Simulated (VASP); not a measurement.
Write the native input for VASP 6.6.1 that does the following.

```
Task                   : single point
Functional             : PBEsol
Potentials or basis    : VASP PAW PBE potentials, release 64 (Cu_sv_GW, O)
Cutoff                 : 820 eV
k mesh                 : 10 × 10 × 6
Occupations            : fermi-dirac, width 0.05 eV
Spin                   : no spin polarisation
Dipole correction      : no
Further INCAR settings : ALGO = Normal; EDIFF = 1e-06; NBANDS = 33
```

The structure of CuO lies in POSCAR:

```
CuO
1.0
    2.8128956639      0.0000000000      0.0000000000
   -1.4064478320      2.4360391031      0.0000000000
    0.0000000000      0.0000000000      4.9522666161
Cu O
2 2
Direct
    0.0000000000      0.0000000000      0.0000000000
    0.0000000000      0.0000000000      0.5000000000
    0.3333333333      0.6666666667      0.2500000000
    0.6666666667      0.3333333333      0.7500000000
```

One way to write it, as run:

INCAR

```
ALGO = Normal
EDIFF = 1E-6
ENCUT = 820
GGA = PS
GGA_COMPAT = F
ISIF = 2
ISMEAR = -1
LASPH = T
LCHARG = T
LELF = T
LREAL = F
LVHAR = T
LWAVE = F
NBANDS = 33
NELM = 120
PREC = Accurate
SIGMA = 0.05
```

KPOINTS

```
k-points
0
Gamma
  10 10 6
```

Potentials or basis: VASP PAW PBE potentials, release 64 (Cu_sv_GW, O).

Command:

```bash
$ cat potpaw_PBE.64/Cu_sv_GW/POTCAR potpaw_PBE.64/O/POTCAR > POTCAR
$ mpirun -np 1 vasp_std > vasp.out
```

It gave:

```yaml
Pressure: 19.5 GPa
Band_gap_on_the_k_mesh: zero (bands 25 and 26 overlap by 1.15 eV)
```

Caveat: the cell stands under pressure; the PAW data sets were made with another functional, which shifts forces and pressure a little; semilocal functionals often make such compounds metallic where correlation or magnetic order opens a gap, which also shifts bond lengths.

It took 110 s on 1 thread of Intel(R) Xeon(R) Platinum 8375C CPU @ 2.90GHz (Ice Lake) (shared host), peak memory 0.27 GiB.
